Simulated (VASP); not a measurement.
A run of VASP 6.6.1 is set up as follows.

Contents of INCAR:

```
PREC = Accurate
ENCUT = 600
EDIFF = 1E-6
ISMEAR = 0
SIGMA = 0.1
LREAL = F
LASPH = T
NELM = 120
ALGO = Normal
ISIF = 2
LWAVE = F
LCHARG = F
GGA = PE
NBANDS = 37
GGA_COMPAT = F
```

File KPOINTS:

```
Automatic mesh
0
Gamma
  8 8 8
```

File POSCAR:

```
Ag2O
1.0
    5.0045392787      0.0000000000      0.0000000000
    0.0000000000      5.0045392787      0.0000000000
    0.0000000000      0.0000000000      5.0045392787
Ag O
4 2
Direct
    0.7500000000      0.7500000000      0.7500000000
    0.7500000000      0.2500000000      0.2500000000
    0.2500000000      0.2500000000      0.7500000000
    0.2500000000      0.7500000000      0.2500000000
    0.0000000000      0.0000000000      0.0000000000
    0.5000000000      0.5000000000      0.5000000000
```

Potentials or basis: VASP PAW PBE potentials, release 64 (Ag, O).

The run is started by

```bash
$ cat potpaw_PBE.64/Ag/POTCAR potpaw_PBE.64/O/POTCAR > POTCAR
$ mpirun -np 1 vasp_std > vasp.out
```

(1) Predict the band gap on the k mesh.

(2) Predict the pressure.

Results:

(1) zero (filled and empty bands touch).

(2) -6.2 GPa.

Caveat: the cell differs from its parent crystal (equal strain along all axes, cell held: +4.0 %); the cell stands under tension.
